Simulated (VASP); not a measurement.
Write the native input for VASP 6.6.1 that does the following.

```yaml
Task: single point
Functional: PBE
Potentials_or_basis: VASP PAW PBE potentials, release 64 (Ti_sv, O)
Cutoff: 520 eV
k_mesh: 6 × 6 × 6
Occupations: gaussian, width 0.05 eV
Spin: no spin polarisation
Hubbard_terms: Ti d U = 4.0 eV
Dipole_correction: no
Further_INCAR_settings: ALGO = Normal; EDIFF = 1e-06; NBANDS = 33
```

The structure of TiO2 lies in POSCAR:

```
TiO2
1.0
    2.7277841265     -2.7278599281     -0.0203548313
    2.7277841265      2.7278599281     -0.0203548313
   -2.6907787541      0.0000000000      4.9617445611
Ti O
2 4
Direct
    0.1250069486      0.8749930514      0.2500000000
    0.8749930514      0.1250069486      0.7500000000
    0.3302226688      0.0802459441      0.6604550595
    0.6697773312      0.9197540559      0.3395449405
    0.9197540559      0.6697773312      0.8395449405
    0.0802459441      0.3302226688      0.1604550595
```

These files were run (other wordings do the same):

INCAR

```
ALGO     = Normal         # electronic algorithm
EDIFF    = 1E-6           # SCF threshold, eV
ENCUT    = 520            # plane-wave cutoff, eV
GGA      = PE             # functional
ISIF     = 2              # what is computed and relaxed
ISMEAR   = 0              # smearing method
LASPH    = T              # aspherical terms in the spheres
LCHARG   = F              # write CHGCAR
LDAU     = T              # DFT+U
LDAUJ    = 0 0          
LDAUL    = 2 -1           # shell
LDAUPRINT= 1            
LDAUTYPE = 2            
LDAUU    = 4 0            # U, eV
LMAXMIX  = 4              # l up to which the mixer works
LREAL    = F              # projectors in reciprocal space
LWAVE    = F              # write WAVECAR
NBANDS   = 33             # bands
NELM     = 150            # most SCF steps
PREC     = Accurate       # precision mode
SIGMA    = 0.05           # smearing width, eV
```

KPOINTS

```
k-points
0
Gamma
  6 6 6
```

Potentials or basis: VASP PAW PBE potentials, release 64 (Ti_sv, O).

The run is started by

```sh
$ cat potpaw_PBE.64/Ti_sv/POTCAR potpaw_PBE.64/O/POTCAR > POTCAR
$ mpirun -np 1 vasp_std > vasp.out
```

It gave:

The pressure is -2.2 GPa, the largest force is 0.020 eV/Å and the band gap on the k mesh is 2.63 eV (least direct gap 2.87 eV).

It took 120 s on 1 thread of Intel(R) Xeon(R) 6975P-C (Granite Rapids), on a shared host, peak memory 0.26 GiB.
